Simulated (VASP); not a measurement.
Set up this calculation in VASP 6.6.1, as the native input.

```yaml
Task: single point
Functional: PBE
Potentials_or_basis: VASP PAW PBE potentials, release 64 (Ta_pv, N)
Cutoff: 520 eV
k_mesh: 18 × 18 × 18
Occupations: gaussian, width 0.15 eV
Spin: no spin polarisation
Dipole_correction: no
Further_INCAR_settings: ALGO = Normal; EDIFF = 1e-07; NBANDS = 15
```

The structure of TaN lies in POSCAR:

```
TaN
1.0
    0.0000000000      2.0700500000      2.0700500000
    2.0700500000      0.0000000000      2.0700500000
    2.0700500000      2.0700500000      0.0000000000
Ta N
1 1
Direct
    0.5000000000      0.5000000000      0.5000000000
    0.0000000000      0.0000000000      0.0000000000
```

This cell differs from its parent crystal: strain -0.050 along x and y, -0.050 along z.

These files were run (other wordings do the same):

INCAR

```
SYSTEM = TaN
ALGO = Normal ; EDIFF = 1E-7
ENCUT = 520 ; GGA = PE
ISIF = 2 ; ISMEAR = 0
LASPH = .True. ; LCHARG = .True.
LELF = .True. ; LREAL = .False.
LVHAR = .True. ; LWAVE = .False.
NBANDS = 15 ; NELM = 80
PREC = Accurate ; SIGMA = 0.15
```

KPOINTS

```
k-points
0
Gamma
  18 18 18
  0 0 0
```

Potentials or basis: VASP PAW PBE potentials, release 64 (Ta_pv, N).

Run with:

```sh
$ cat potpaw_PBE.64/Ta_pv/POTCAR potpaw_PBE.64/N/POTCAR > POTCAR
$ mpirun -np 1 vasp_std > vasp.out
```

It gave:

| Quantity | Value |
| --- | --- |
| Pressure | 100.4 GPa |
| Band gap on the k mesh | zero (bands 8 and 9 overlap by 5.20 eV) |

Caveat: the cell differs from its parent crystal (strain -0.050 along x and y, -0.050 along z); the cell stands under pressure; spin-orbit coupling is left out, which moves the levels of the heavy elements.

It took 24 s on 1 thread of Intel(R) Xeon(R) 6975P-C (Granite Rapids), on a shared host, peak memory 0.18 GiB.
